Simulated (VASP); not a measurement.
Wanted: the native input for a VASP 6.6.1 run.

* Task: single point
* Functional: r2SCAN
* Potentials or basis: VASP PAW PBE potentials, release 64 (Sn_d, O)
* Cutoff: 520 eV
* k mesh: 6 × 6 × 6
* Occupations: fermi-dirac, width 0.05 eV
* Spin: no spin polarisation
* Dipole correction: no
* Further INCAR settings: ALGO = Normal; EDIFF = 1e-06; NBANDS = 17

Crystal: SnO.

```
CELL_PARAMETERS angstrom
3.10341 0.00000 0.00000
0.00000 3.10341 0.00000
0.00000 0.00000 3.10341
ATOMIC_POSITIONS crystal
Sn 0.00000 0.00000 0.00000
O 0.50000 0.50000 0.50000
```

These files were run (other wordings do the same):

POSCAR

```
SnO
1.0
    3.1034067823      0.0000000000      0.0000000000
    0.0000000000      3.1034067823      0.0000000000
    0.0000000000      0.0000000000      3.1034067823
Sn O
1 1
Direct
    0.0000000000      0.0000000000      0.0000000000
    0.5000000000      0.5000000000      0.5000000000
```

INCAR.step1

```
ALGO = Normal ; EDIFF = 1E-4
ENCUT = 520 ; GGA = PE
ISMEAR = -1 ; LASPH = True
LCHARG = False ; LREAL = False
LWAVE = True ; NBANDS = 17
NELM = 80 ; PREC = Accurate
SIGMA = 0.05
```

INCAR.step2

```
ALGO = Normal ; EDIFF = 1E-6
ENCUT = 520 ; ISIF = 2
ISMEAR = -1 ; ISTART = 1
LASPH = True ; LCHARG = True
LELF = True ; LMIXTAU = True
LREAL = False ; LVHAR = True
LWAVE = False ; METAGGA = R2SCAN
NBANDS = 17 ; NELM = 80
PREC = Accurate ; SIGMA = 0.05
```

KPOINTS

```
k-points
0
Gamma
  6 6 6
```

Potentials or basis: VASP PAW PBE potentials, release 64 (Sn_d, O).

The run is started by

```sh
$ cat potpaw_PBE.64/Sn_d/POTCAR potpaw_PBE.64/O/POTCAR > POTCAR
$ cp INCAR.step1 INCAR
$ mpirun -np 1 vasp_std > vasp.out
$ cp INCAR.step2 INCAR
$ mpirun -np 1 vasp_std > vasp.out
```

It gave:

```json
{"Pressure": "0.3 GPa", "Band gap on the k mesh": "0.35 eV (least direct gap 1.02 eV)"}
```

Caveat: the PAW data sets were made with another functional, which shifts forces and pressure a little; spin-orbit coupling is left out, which moves the levels of the heavy elements.

Wall time 18 s on 1 thread of Intel(R) Xeon(R) Platinum 8488C (Sapphire Rapids), with other jobs on the host, peak memory 0.14 GiB.
